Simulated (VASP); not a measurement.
MgS: single point with r2SCAN

The system is MgS.

```xyz
2
Lattice="0.0000 2.7460 2.7460 2.7460 0.0000 2.7460 2.7460 2.7460 0.0000" Properties=species:S:1:pos:R:3 pbc="T T T"
Mg    0.0000    0.0000    0.0000
S     1.3730    1.3730    1.3730
```

This cell differs from its parent crystal: strain -3.0%.

| Property | Result |
| --- | --- |
| Program | VASP 6.6.1 |
| Task | single point |
| Functional | r2SCAN |
| Potentials or basis | VASP PAW PBE potentials, release 64 (Mg, S) |
| Cutoff | 520 eV |
| k mesh | 8 × 8 × 8 |
| Occupations | gaussian, width 0.01 eV |
| Spin | no spin polarisation |

```
Pressure               : 6.3 GPa
Band gap on the k mesh : 4.24 eV, indirect (least direct gap 4.64 eV)
```

Levels at points of the mesh, in eV from the valence-band top:
```csv
k point,band 1,band 2,band 3,band 4,band 5,band 6,band 7,band 8,band 9
"(0.00, 0.00, 0.00)",-12.07,0.00,0.00,0.00,4.64,8.83,8.83,8.83,11.64
"(0.50, 0.00, 0.00)",-11.22,-3.48,-0.36,-0.36,6.13,8.33,8.33,9.74,14.23
"(0.50, 0.50, 0.00)",-10.95,-3.09,-1.16,-1.16,4.24,6.37,13.12,14.05,14.05
```

Run time: 35 s on 1 thread of Intel(R) Xeon(R) 6975P-C (Granite Rapids), on a shared host, peak memory 0.17 GiB.

Caveat: the cell differs from its parent crystal (strain -3.0%); the PAW data sets were made with another functional, which shifts forces and pressure a little. A k mesh can miss the band edges.
